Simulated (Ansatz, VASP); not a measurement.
Ge: VASP beside Ansatz

The input INCAR:

```
ALGO = Normal ; DIPOL = 0.5 0.5 0.500
EDIFF = 1E-7 ; ENCUT = 520
IDIPOL = 3 ; ISIF = 2
ISMEAR = 0 ; LASPH = True
LCHARG = True ; LDIPOL = True
LELF = True ; LREAL = False
LVACPOTAV = True ; LVHAR = True
LWAVE = False ; NBANDS = 21
NELM = 60 ; PREC = Accurate
SIGMA = 0.1
```

Contents of KPOINTS:

```
k-points
0
Gamma
  12 12 1
```

File POSCAR:

```
Ge
1.0
    3.7040000000      0.0000000000      0.0000000000
   -1.8520000000      3.2077580956      0.0000000000
    0.0000000000      0.0000000000     28.0000000000
Ge
2
Direct
    0.3333333333      0.6666666667      0.5178571429
    0.6666666667      0.3333333333      0.4821428571
```

Input for Ansatz:

```yaml
crystal:
  lattice:
    - [3.704, 0.0, 0.0]
    - [-1.852, 3.2077580956, 0.0]
    - [0.0, 0.0, 28.0]
  atoms:
    - { symbol: Ge, position: [0.3333333333, 0.6666666667, 0.5178571429] }
    - { symbol: Ge, position: [0.6666666667, 0.3333333333, 0.4821428571] }
  periodic: [true, true, false]
basis:
  ecutwfc: 420
kpoints:
  mp_grid: { grid: [12, 12, 1] }
hamiltonian:
  xc: lda
scf:
  occupations: { method: gaussian, width: 0.1 }
output:
  forces: true
  stress: true
  eigenvalues: true
  write_density: true
  write_potential: true
  elf: true
  volumetric_format: npy
```

Alike in both runs: task single point; functional LDA; k mesh 12 × 12 × 1; occupations gaussian, width 0.1 eV; no spin polarisation.

```csv
,VASP,Ansatz
version,VASP 6.6.1,Ansatz 0.2.0
potentials or method,"VASP PAW LDA potentials, release 64 (Ge_d), cutoff 520 eV","scalar-relativistic, plane waves, PAW"
valence electrons in the cell,28,28
```

|  | VASP | Ansatz | Ansatz less VASP |
| --- | --- | --- | --- |
| gap on the k mesh at the Fermi level (eV) | none | none | - |
| rms of the force components (eV/Å) | 0.374 | 0.384 | +0.0105 |
| work function, face that differs most (eV) | 4.33 | 4.32 | -0.008 |

LDA's correlation is that of Perdew and Zunger in VASP and of Perdew and Wang (1992) in Ansatz. Atom by atom the forces differ by 0.011 eV/Å (rms over components). A gap of «none» marks a metal or a gap that the smearing closes. Ansatz's warnings: xc potential rough in thin density.
